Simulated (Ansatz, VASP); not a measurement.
## Two plane-wave programs on Si

POSCAR

```
Si
1.0
    0.0000000000      2.7227277380      2.7227277380
    2.7227277380      0.0000000000      2.7227277380
    2.7227277380      2.7227277380      0.0000000000
Si
2
Direct
    0.5000000000      0.5000000000      0.5000000000
    0.7500000000      0.7500000000      0.7500000000
```

File INCAR.step1:

```
SYSTEM = Si
ALGO = Normal ; EDIFF = 1E-4
ENCUT = 520 ; GGA = PE
ISMEAR = 1 ; LASPH = .TRUE.
LCHARG = .FALSE. ; LREAL = .FALSE.
LWAVE = .TRUE. ; NBANDS = 11
NELM = 60 ; PREC = Accurate
SIGMA = 0.03
```

File INCAR.step2:

```
SYSTEM = Si
ALGO = Normal ; EDIFF = 1E-6
ENCUT = 520 ; ISIF = 2
ISMEAR = 1 ; ISTART = 1
LASPH = .TRUE. ; LCHARG = .TRUE.
LELF = .TRUE. ; LMIXTAU = .TRUE.
LREAL = .FALSE. ; LVHAR = .TRUE.
LWAVE = .FALSE. ; METAGGA = R2SCAN
NBANDS = 11 ; NELM = 60
PREC = Accurate ; SIGMA = 0.03
```

KPOINTS

```
k-points
0
G
  10 10 10
  0 0 0
```

Input for Ansatz:

```yaml
crystal:
  lattice:
    - [0.0, 2.722727738, 2.722727738]
    - [2.722727738, 0.0, 2.722727738]
    - [2.722727738, 2.722727738, 0.0]
  atoms:
    - { symbol: Si, position: [0.5, 0.5, 0.5] }
    - { symbol: Si, position: [0.75, 0.75, 0.75] }
hamiltonian:
  xc: r2scan
  pseudopotentials:
    kind: paw
    azcp:
      Si: "pseudopotentials/Si.paw.azcp"
basis:
  ecutwfc: 500
  fft_grid_basis: typed
kpoints:
  mp_grid: { grid: [10, 10, 10], shift: [0, 0, 0] }
magnetization:
  spin_polarized: false
scf:
  occupations: { method: methfessel_paxton, width: 0.03 }
  lower_state_search: "off"
output:
  stress: true
```

Alike in both runs: task single point; functional r2SCAN; k mesh 10 × 10 × 10; occupations methfessel-paxton of order 1, width 0.03 eV; no spin polarisation.

```csv
,VASP,Ansatz
version,VASP 6.6.1,Ansatz 0.2.0
potentials or method,"VASP PAW PBE potentials, release 64 (Si), cutoff 520 eV","plane waves (500 eV) with PAW, scalar-relativistic"
valence electrons in the cell,8,8
```

```csv
,VASP,Ansatz,Ansatz less VASP
pressure (GPa),-0.3,-0.1,+0.24
```

VASP's potentials were made for PBE, not for r2SCAN.
